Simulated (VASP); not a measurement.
Runs of VASP 6.6.1 on NaH. The structure is that of space group Fm-3m (No. 225), or close to it. The cells are those of the table. 

| cell | gap on the mesh (eV) | pressure (GPa) |
| --- | --- | --- |
| a = 3.500 Å, angles 60.0°, 2 atoms | (b) | -1.5 |
| a = 3.274 Å, angles 60.0°, 2 atoms | (a) | (c) |
| a = 3.446 Å, angles 60.0°, 2 atoms | 3.76 | -0.6 |
| a = 3.333 Å, angles 60.0°, 2 atoms | 3.94 | 2.0 |

Alike in all rows: task single point; level PBE; potentials or basis VASP PAW PBE potentials, release 64 (Na_pv, H); no spin polarisation; k mesh 6 × 6 × 6; cutoff (eV) 520; smearing gaussian 0.01 eV.

**Question.** Estimate the missing entries.

**Answer.** (a) 4.04; (b) 3.68; (c) 3.8.

A k mesh can miss the band edges.
